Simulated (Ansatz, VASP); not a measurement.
**One calculation of ZnS, two programs**

```
Zn S
1.0
     3.78145    0.00000    0.00000
    -1.89072    3.27483    0.00000
     0.00000    0.00000    6.20871
Zn S
2 2
Cartesian
  0.0000 2.1832 -0.1162
  1.8907 1.0916 2.9881
  0.0000 2.1832 2.3566
  1.8907 1.0916 5.4609
```

Alike in both runs: task single point; functional PBEsol; k mesh 9 × 9 × 6; occupations gaussian, width 0.05 eV; no spin polarisation.

```csv
,VASP,Ansatz
version,VASP 6.6.1,Ansatz 0.2.0
potentials or method,"VASP PAW PBE potentials, release 64 (Zn, S), cutoff 520 eV","scalar-relativistic, plane waves, PAW"
valence electrons in the cell,36,36
```

```csv
,VASP,Ansatz,Ansatz less VASP
gap on the k mesh at the Fermi level (eV),2.22,2.21,-0.007
least direct gap on the mesh (eV),2.22,2.21,-0.007
pressure (GPa),1.1,0.8,-0.23
"traceless stress, the component that is largest in VASP (GPa)",-3.32,-3.28,+0.042
rms of the force components (eV/Å),0.369,0.366,-0.0029
```

VASP's potentials were made for PBE, not for PBEsol. Atom by atom the forces differ by 0.003 eV/Å (rms over components). The functional is the same, so the differences come from potentials, cutoffs and numerics.
